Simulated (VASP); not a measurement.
Input of a VASP 6.6.1 run:

The input INCAR:

```
SYSTEM = CoSi
  ALGO = Normal
  EDIFF = 1E-6
  ENCUT = 520
  GGA = PE
  ISIF = 2
  ISMEAR = -1
  LASPH = .TRUE.
  LCHARG = .FALSE.
  LREAL = .FALSE.
  LWAVE = .FALSE.
  NBANDS = 14
  NELM = 60
  PREC = Accurate
  SIGMA = 0.1
```

The input KPOINTS:

```
k-points
0
G
  16 16 16
  0 0 0
```

File POSCAR:

```
CoSi
1.0
    0.0000000000      2.1651286978      2.1651286978
    2.1651286978      0.0000000000      2.1651286978
    2.1651286978      2.1651286978      0.0000000000
Co Si
1 1
Direct
    0.0000000000      0.0000000000      0.0000000000
    0.5000000000      0.5000000000      0.5000000000
```

Potentials or basis: VASP PAW PBE potentials, release 64 (Co, Si).

Command:

```bash
$ cat potpaw_PBE.64/Co/POTCAR potpaw_PBE.64/Si/POTCAR > POTCAR
$ mpirun -np 1 vasp_std > vasp.out
```

Task: What does it give for the pressure?

Result: 58.4 GPa.

 Spin polarisation is off, so any magnetic state and its effect on volume and gap are missing.
